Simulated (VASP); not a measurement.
# FeSi16 (a cell with a defect) in VASP: single point with PBEsol

Aim: the single point of FeSi16 (a cell with a defect) with PBEsol.

All numbers are computed with VASP 6.6.1; they aren't measurements. Logs are shortened: lines on timing, memory, paths and dates and some standing lists are left out, and cuts for length are marked.

### 1 The cell of the first run

The cell holds a defect, 17 atoms: a = 7.679 Å, b = 7.679 Å, c = 7.679 Å, α = 60.00°, β = 60.00°, γ = 60.00°.

### 2 Single point, PBEsol, collinear spin, ferromagnetic start

INCAR

```
SYSTEM = FeSi16
PREC = Accurate ; ENCUT = 520
EDIFF = 1E-7 ; ISMEAR = -1
SIGMA = 0.02 ; LREAL = Auto
LASPH = .TRUE. ; NELM = 150
ALGO = Normal ; ISIF = 2
LWAVE = .FALSE. ; LCHARG = .TRUE.
ISPIN = 2 ; MAGMOM = 0 0 0 0 0 0 0 0 0 0 0 0 0 0 0 0 1.54
LORBIT = 11 ; LMAXMIX = 4
GGA = PS ; LELF = .TRUE.
LVHAR = .TRUE. ; NBANDS = 54
```

KPOINTS

```
Automatic mesh
0
G
  2 2 2
  0 0 0
```

POSCAR

```
FeSi16
1.0
    0.0000000000      5.4300000000      5.4300000000
    5.4300000000      0.0000000000      5.4300000000
    5.4300000000      5.4300000000      0.0000000000
Si Fe
16 1
Direct
   -0.0299355433      0.0476703499     -0.0052209945
    0.1049447514      0.1229742173      0.1582228361
    0.0096408840     -0.0133793738      0.5307642726
    0.1331307551      0.1238489871      0.6514917127
   -0.0164917127      0.5080755064      0.0285727440
    0.0856353591      0.6566482505      0.1231123389
    0.0249907919      0.5142357274      0.5013075506
    0.1254788214      0.6329742173      0.6490147330
    0.4789318600      0.0306077348      0.0318600368
    0.5909760589      0.1199263352      0.2048802947
    0.4980110497     -0.0388766114      0.5800736648
    0.6326887661      0.1141252302      0.6732965009
    0.4482044199      0.4846500921      0.0501381215
    0.5970902394      0.6249907919      0.1730570902
    0.4962891344      0.4816850829      0.5345764273
    0.6539410681      0.5694106814      0.6838305709
    0.7858747698      0.3861694291     -0.0114548803
```

Potentials or basis: VASP PAW PBE potentials, release 64 (Si, Fe).

The run is started by

```bash
$ cat potpaw_PBE.64/Si/POTCAR potpaw_PBE.64/Fe/POTCAR > POTCAR
$ mpirun -np 1 vasp_std > vasp.out
```

OUTCAR:

```text
SYSTEM = FeSi16
   PREC = Accurate
   ENCUT = 520
   EDIFF = 1E-7
   ISMEAR = -1
   LREAL = Auto
   LASPH = .TRUE.
   NELM = 150
   ISIF = 2
   ISPIN = 2
   LORBIT = 11
   GGA = PS

 ion  position               nearest neighbor table
   1  0.970  0.048  0.995-   4 2.18  17 2.24   2 2.37  10 2.44   6 2.45
   2  0.105  0.123  0.158-   3 2.34   9 2.36   1 2.37   5 2.42  17 2.72
   3  0.010  0.987  0.531-   8 2.22   2 2.34  12 2.37   4 2.39
   4  0.133  0.124  0.651-   1 2.18  11 2.32   3 2.39   7 2.45
   5  0.984  0.508  0.029-   6 2.18  17 2.33   8 2.38   2 2.42  14 2.43
   6  0.086  0.657  0.123-   5 2.18  13 2.30   7 2.41   1 2.45
   7  0.025  0.514  0.501-   8 2.31  16 2.38   6 2.41   4 2.45  17 3.10
   8  0.125  0.633  0.649-   3 2.22   7 2.31  15 2.33   5 2.38
   9  0.479  0.031  0.032-  12 2.26   2 2.36  10 2.37  14 2.55
  10  0.591  0.120  0.205-  13 2.32  11 2.37   9 2.37   1 2.44  17 2.52
  11  0.498  0.961  0.580-   4 2.32  10 2.37  12 2.40  16 2.46
  12  0.633  0.114  0.673-   9 2.26  15 2.31   3 2.37  11 2.40
  13  0.448  0.485  0.050-  17 2.17   6 2.30  10 2.32  16 2.36  14 2.59
  14  0.597  0.625  0.173-  15 2.27  17 2.31   5 2.43   9 2.55  13 2.59
  15  0.496  0.482  0.535-  14 2.27  12 2.31   8 2.33  16 2.49
  16  0.654  0.569  0.684-  13 2.36   7 2.38  11 2.46  17 2.48  15 2.49
  17  0.786  0.386  0.989-  13 2.17   1 2.24  14 2.31   5 2.33  16 2.48  10 2.52   2 2.72   7 3.10

  LATTYP: Found a face centered cubic cell.
 ALAT       =    10.8600000000

  Lattice vectors:

 A1 = (   0.0000000000,   5.4300000000,   5.4300000000)
 A2 = (   5.4300000000,   0.0000000000,   5.4300000000)
 A3 = (   5.4300000000,   5.4300000000,   0.0000000000)

Analysis of symmetry for initial positions (statically):
=====================================================================
 Subroutine PRICEL returns:
 Original cell was already a primitive cell.

 Routine SETGRP: Setting up the symmetry group for a
 face centered cubic supercell.

 Subroutine GETGRP returns: Found  1 space group operations
 (whereof  1 operations were pure point group operations)
 out of a pool of 48 trial point group operations.

The static configuration has the point symmetry C_1 .

Analysis of symmetry for dynamics (positions and initial velocities):
=====================================================================
 Subroutine PRICEL returns:
 Original cell was already a primitive cell.

 Routine SETGRP: Setting up the symmetry group for a
 face centered cubic supercell.

 Subroutine GETGRP returns: Found  1 space group operations
 (whereof  1 operations were pure point group operations)
 out of a pool of 48 trial point group operations.

The dynamic configuration has the point symmetry C_1 .

Analysis of structural, dynamic, and magnetic symmetry:
=====================================================================
 Subroutine PRICEL returns:
 Original cell was already a primitive cell.

 Routine SETGRP: Setting up the symmetry group for a
 face centered cubic supercell.

 Subroutine GETGRP returns: Found  1 space group operations
 (whereof  1 operations were pure point group operations)
 out of a pool of 48 trial point group operations.

The overall configuration has the point symmetry C_1 .

 Subroutine INISYM returns: Found  1 space group operations
 (whereof  1 operations are pure point group operations),
 and found     1 'primitive' translations

----------------------------------------------------------------------------------------

                                     Primitive cell

  volume of cell :     320.2060

  direct lattice vectors                    reciprocal lattice vectors
     0.000000000  5.430000000  5.430000000    -0.092081031  0.092081031  0.092081031
     5.430000000  0.000000000  5.430000000     0.092081031 -0.092081031  0.092081031
     5.430000000  5.430000000  0.000000000     0.092081031  0.092081031 -0.092081031

  length of vectors
     7.679179644  7.679179644  7.679179644     0.159489025  0.159489025  0.159489025

  position of ions in fractional coordinates (direct lattice)
     0.970064457  0.047670350  0.994779005
     0.104944751  0.122974217  0.158222836
     0.009640884  0.986620626  0.530764273
     0.133130755  0.123848987  0.651491713
     0.983508287  0.508075506  0.028572744
     0.085635359  0.656648250  0.123112339
[... 9 lines left out ...]
     0.653941068  0.569410681  0.683830571
     0.785874770  0.386169429  0.988545120

  ion indices of the primitive-cell ions
[... 62 lines left out ...]
   NGXF,Y,Z  is equivalent  to a cutoff of  25.98, 25.98, 25.98 a.u.
 SYSTEM =  FeSi16
   PREC   = accura    normal or accurate (medium, high low for compatibility)
   ISTART =      0    job   : 0-new  1-cont  2-samecut
   ICHARG =      2    charge: 1-file 2-atom 10-const
   ISPIN  =      2    spin polarized calculation?
   LNONCOLLINEAR =      F non collinear calculations
   LSORBIT =      F    spin-orbit coupling
   LASPH  =      T    aspherical Exc in radial PAW
   ENCUT  =  520.0 eV  38.22 Ry    6.18 a.u.  14.28 14.28 14.28*2*pi/ulx,y,z
   NELM   =    150;   NELMIN=  2; NELMDL= -5     # of ELM steps
   EDIFF  = 0.1E-06   stopping-criterion for ELM
   LREAL  =      T    real-space projection
   EDIFFG = 0.1E-05   stopping-criterion for IOM
   NSW    =      0    number of steps for IOM
   IBRION =     -1    ionic relax: 0-MD 1-quasi-New 2-CG
   NFREE  =      0    steps in history (QN), initial steepest desc. (CG)
   ISIF   =      2    stress and relaxation
   ISYM   =      2    0-nonsym 1-usesym 2-fastsym
   POTIM  = 0.5000    time-step for ionic-motion
   TEBEG  =    0.0;   TEEND  =   0.0 temperature during run
   PSTRESS=    0.0 pullay stress
   NELECT =      72.0000    total number of electrons
   NUPDOWN=      -1.0000    fix difference up-down
   EMIN   =  10.00;   EMAX   =-10.00  energy-range for DOS
   EFERMI =   0.00;   METHOD = LEGACY
   ISMEAR =    -1;   SIGMA  =   0.02  broadening in eV -4-tet -1-fermi 0-gaus
   EFERMI_NEDOS =   21; number of points for ismear=-14 and -15
   IALGO  =     38    algorithm
   IMIX   =      4    mixing-type and parameters
     AMIX     =   0.40;   BMIX     =  1.00
     AMIX_MAG =   1.60;   BMIX_MAG =  1.00
  volume/ion in A,a.u.               =      18.84       127.11
  Fermi-wavevector in a.u.,A,eV,Ry     =   0.995503  1.881228 13.483726  0.991026
  Thomas-Fermi vector in A             =   2.127527
   LORBIT       =     11    0 simple, 1 ext, 2 COOP (PROOUT), +10 PAW based schemes
   GGA     = PS    functional components
   LHFCALC =     F    Hartree Fock is set to
   AEXX    =    0.0000 exact exchange contribution
   IVDW    =     0    specifies the selected vdW correction
   LEPSILON=     F    determine dielectric tensor
   LRPA    =     F    only Hartree local field effects (RPA)
 spin polarized calculation
  energy-cutoff  :      520.00
  volume of cell :      320.21
 maximum number of plane-waves:      8646
 NGX is ok and might be reduce to    60
   NGX = 29   NGY = 29   NGZ = 29

 number of electron      71.9999999 magnetization       1.1933312

 Free energy of the ion-electron system (eV)
  ---------------------------------------------------
  ext. energy  EPLUGINS =         0.00000000
  ---------------------------------------------------
  free energy    TOTEN  =       -96.75481421 eV

  energy without entropy =      -96.74807646  energy(sigma->0) =      -96.75144533

 E-fermi :   6.3096     XC(G=0):  -9.8410

 val. band max:        6.2916253381   @ k =   0.0000   0.0000   0.5000
 cond. band min:       6.3456691645   @ k =   0.0000   0.5000   0.5000
 fundamental gap:      0.0540438264
 Fermi energy:         6.3096253684

 spin component 1

 k-point     1 :       0.0000    0.0000    0.0000
  band No.  band energies     occupation
      1      -6.1087      1.00000
      2      -3.8728      1.00000
      3      -3.7977      1.00000
      4      -3.6736      1.00000
      5      -3.5108      1.00000
      6      -2.2891      1.00000
[... 397 lines left out ...]
     47      10.1280      0.00000
     48      10.1664      0.00000
 Fermi energy:         6.3096253684

 spin component 2

 k-point     1 :       0.0000    0.0000    0.0000
  band No.  band energies     occupation
      1      -6.0863      1.00000
      2      -3.8508      1.00000
      3      -3.7791      1.00000
      4      -3.6461      1.00000
      5      -3.4934      1.00000
      6      -2.2582      1.00000
[... 397 lines left out ...]
     47      10.1641      0.00000
     48      10.1930      0.00000
 [bands above 48 left out]

------------------------ aborting loop because EDIFF is reached ----------------------------------------

  FORCE on cell =-STRESS in cart. coord.  units (eV):
  Direction    XX          YY          ZZ          XY          YZ          ZX
  --------------------------------------------------------------------------------------
  -------------------------------------------------------------------------------------
  Total        5.8167040     -1.8470129      1.7160190      1.9209947     -1.2312027     -4.9295706
  in kB       29.1043604     -9.2416823      8.5862435      9.6118564     -6.1604250    -24.6655152
  external PRESSURE =       9.4829738 kB  Pullay stress =       0.0000000 kB

 VOLUME and BASIS-vectors are now :
 -----------------------------------------------------------------------------
  energy-cutoff  :      520.00
  volume of cell :      320.21
      direct lattice vectors                 reciprocal lattice vectors
     0.000000000  5.430000000  5.430000000    -0.092081031  0.092081031  0.092081031
     5.430000000  0.000000000  5.430000000     0.092081031 -0.092081031  0.092081031
     5.430000000  5.430000000  0.000000000     0.092081031  0.092081031 -0.092081031

 POSITION                                       TOTAL-FORCE (eV/Angst)
 -----------------------------------------------------------------------------------
      5.66050     10.66910      5.52630         0.468069      1.446616     -1.825673
      1.52690      1.42900      1.23760         0.288910     -0.387548      0.214428
      8.23940      2.93440      5.40970         1.181276     -0.827233      0.942291
      4.21010      4.26050      1.39540        -0.934825     -1.494310      1.320422
      2.91400      5.49560      8.09930        -1.265346     -1.079348     -1.147061
      4.23410      1.13350      4.03060         1.882313      1.096682      1.149877
[... 9 lines left out ...]
      6.80510      7.26410      6.64280         0.153166     -0.867577      0.420104
      7.46470      9.63510      6.36420        -0.468753      0.086894      0.741855
 -----------------------------------------------------------------------------------
    total drift:                               -0.004286     -0.005173     -0.002950

  FREE ENERGIE OF THE ION-ELECTRON SYSTEM (eV)
  ---------------------------------------------------
  free  energy   TOTEN  =       -96.7548142087 eV

  energy  without entropy=      -96.7480764590  energy(sigma->0) =      -96.75144533

 total charge

# of ion       s       p       d       tot
------------------------------------------
    1        0.749   0.966   0.000   1.715
    2        0.741   0.923   0.000   1.665
    3        0.746   0.962   0.000   1.708
    4        0.758   0.949   0.000   1.706
    5        0.744   0.971   0.000   1.716
    6        0.764   0.928   0.000   1.692
[... 9 lines left out ...]
   16        0.743   0.899   0.000   1.641
   17        0.425   0.508   6.654   7.586
--------------------------------------------------
tot         12.433  15.430   6.654  34.516

 magnetization (x)

# of ion       s       p       d       tot
------------------------------------------
    1       -0.001   0.011   0.000   0.010
    2        0.000  -0.000   0.000  -0.000
    3        0.001   0.003   0.000   0.004
    4        0.001   0.007   0.000   0.007
    5       -0.001   0.007   0.000   0.006
    6        0.001   0.006   0.000   0.007
[... 9 lines left out ...]
   16       -0.000   0.006   0.000   0.006
   17        0.004   0.013   0.915   0.932
--------------------------------------------------
tot          0.000   0.120   0.915   1.036
```

It took 20 min on 1 thread of Oxide Virtual Turin-like, shared host; peak memory 0.68 GiB.

Results:

```
Free energy                                           : -96.7548 eV
Pressure                                              : 0.9 GPa
Largest force                                         : 2.463 eV/Å
Net moment                                            : 1.19 μB per cell
Site moments                                          : Si +0.01, -0.00, +0.00, -0.01, +0.03 (each value once); Fe +0.93 μB
Valence electrons inside the program's atomic spheres : Si 1.72, 1.67, 1.71, 1.69, 1.65, 1.66, 1.70, 1.64 (each value once); Fe 7.59
```

Forces on the atoms (eV/Å):
```
Si   0.468  1.447 -1.826
Si   0.289 -0.388  0.214
Si   1.181 -0.827  0.942
Si  -0.935 -1.494  1.320
Si  -1.265 -1.079 -1.147
Si   1.882  1.097  1.150
Si  -0.538 -0.109 -1.022
Si  -0.533  1.126 -1.037
Si  -0.179  1.071 -1.126
Si  -0.186  0.129  0.085
Si  -0.594  0.536  0.265
Si  -0.937 -0.556 -0.086
Si   0.793 -0.141 -0.006
Si   0.048 -0.952  0.504
Si   0.820  0.921  0.608
Si   0.153 -0.868  0.420
Fe  -0.469  0.087  0.742
```

Caveat: the k points lie up to 0.50 Å⁻¹ apart; the PAW data sets were made with another functional, which shifts forces and pressure a little.
